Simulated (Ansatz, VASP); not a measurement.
# SiAs3: VASP beside Ansatz

Contents of INCAR:

```
  PREC = Accurate
  ENCUT = 600
  EDIFF = 1E-7
  ISMEAR = 0
  SIGMA = 0.1
  LREAL = False
  LASPH = True
  NELM = 80
  ALGO = Normal
  ISIF = 3
  LWAVE = False
  LCHARG = False
  GGA = PE
  IBRION = 2
  NSW = 100
  EDIFFG = -0.01
```

Contents of KPOINTS:

```
Automatic mesh
0
Gamma
  12 12 12
```

POSCAR

```
SiAs3
1.0
   -2.6666443117      2.6666443117      2.6666443117
    2.6666443117     -2.6666443117      2.6666443117
    2.6666443117      2.6666443117     -2.6666443117
Si As
1 3
Direct
    0.0000000000      0.0000000000      0.0000000000
    0.0000000000      0.5000000000      0.5000000000
    0.5000000000      0.0000000000      0.5000000000
    0.5000000000      0.5000000000      0.0000000000
```

Input for Ansatz:

```yaml
crystal:
  lattice:
    - [-2.6666443117, 2.6666443117, 2.6666443117]
    - [2.6666443117, -2.6666443117, 2.6666443117]
    - [2.6666443117, 2.6666443117, -2.6666443117]
  atoms:
    - { symbol: Si, position: [0.0, 0.0, 0.0] }
    - { symbol: As, position: [0.0, 0.5, 0.5] }
    - { symbol: As, position: [0.5, 0.0, 0.5] }
    - { symbol: As, position: [0.5, 0.5, 0.0] }
basis:
  ecutwfc: 420
kpoints:
  mp_grid: { grid: [12, 12, 12] }
hamiltonian:
  xc: pbe
scf:
  occupations: { method: gaussian, width: 0.1 }
output:
  forces: true
  stress: true
  eigenvalues: true
  write_density: true
  write_potential: true
  elf: true
  volumetric_format: npy
relax:
  adjacent_minimum: "off"
  f_tol: 0.01
  max_steps: 80
  cell: { stress_tol: 0.05 }
```

Alike in both runs: task relaxation of cell and atoms; functional PBE; k mesh 12 × 12 × 12; occupations gaussian, width 0.1 eV; no spin polarisation.

|  | VASP | Ansatz |
| --- | --- | --- |
| version | VASP 6.6.1 | Ansatz 0.2.0 |
| potentials or method | VASP PAW PBE potentials, release 64 (Si, As), cutoff 600 eV | scalar-relativistic, plane waves, PAW |
| valence electrons in the cell | 19 | 49 |

|  | VASP | Ansatz | Ansatz less VASP |
| --- | --- | --- | --- |
| gap on the k mesh at the Fermi level, each at its own relaxed structure (eV) | none | none | - |
| relaxed volume (Å³/atom) | 19.16 | 19.11 | -0.042 |
| relaxed cell length with the largest relative difference (Å) | 4.634 | 4.631 | -0.0034 |

A gap of «none» marks a metal or a gap that the smearing closes. VASP's potentials hold 19 valence electrons a cell and Ansatz's 49, so a difference there can come from the potentials and not from the codes.
